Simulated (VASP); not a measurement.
Input of a VASP 6.6.1 run:

Contents of INCAR:

```
SYSTEM = SiO2
ALGO = Normal
EDIFF = 1E-7
EDIFFG = -0.005
ENCUT = 600
IBRION = 2
ISIF = 3
ISMEAR = 0
LASPH = .True.
LCHARG = .False.
LREAL = .False.
LWAVE = .False.
NELM = 80
NSW = 100
PREC = Accurate
SIGMA = 0.02
```

KPOINTS

```
k-points
0
Gamma
  6 6 4
  0 0 0
```

The input POSCAR:

```
SiO2
1.0
    4.9755888200      0.0000000000      0.0000000000
    0.0000000000      4.9755888200      0.0000000000
    0.0000000000      0.0000000000      6.9008894400
Si O
4 8
Direct
    0.1967534400      0.1967534400      0.0000000000
    0.3032465600      0.6967534400      0.7500000000
    0.6967534400      0.3032465600      0.2500000000
    0.8032465600      0.8032465600      0.5000000000
    0.6103870700      0.7382423700      0.6820415600
    0.3896129300      0.2617576300      0.1820415600
    0.7382423700      0.6103870700      0.3179584400
    0.2382423700      0.8896129300      0.9320415600
    0.2617576300      0.3896129300      0.8179584400
    0.1103870700      0.7617576300      0.5679584400
    0.8896129300      0.2382423700      0.0679584400
    0.7617576300      0.1103870700      0.4320415600
```

Potentials or basis: VASP PAW LDA potentials, release 64 (Si, O).

Run with:

```bash
$ cat potpaw_LDA.64/Si/POTCAR potpaw_LDA.64/O/POTCAR > POTCAR
$ mpirun -np 1 vasp_std > vasp.out
```

Q: Predict the space group after relaxing (to 0.1 Å).

A: P4_32_12 (No. 96).

Q: What does it give for the band gap on the k mesh?

A: 5.57 eV.

Q: What does it give for the relaxed volume?

A: 13.80 Å³/atom.

Q: Estimate the relaxed cell.

A: a = 4.924 Å, b = 4.924 Å, c = 6.829 Å, α = 90.00°, β = 90.00°, γ = 90.00°.

Forces in eV/Å, atoms in the order of the input:
```
Si  -0.003 -0.003  0.000
Si   0.003 -0.003  0.000
Si  -0.003  0.003  0.000
Si   0.003  0.003  0.000
O   -0.002 -0.001 -0.002
O    0.002  0.001 -0.002
O   -0.001 -0.002  0.002
O   -0.001  0.002 -0.002
O    0.001  0.002  0.002
O   -0.002  0.001  0.002
O    0.002 -0.001  0.002
O    0.001 -0.002 -0.002
```

A k mesh can miss the band edges.
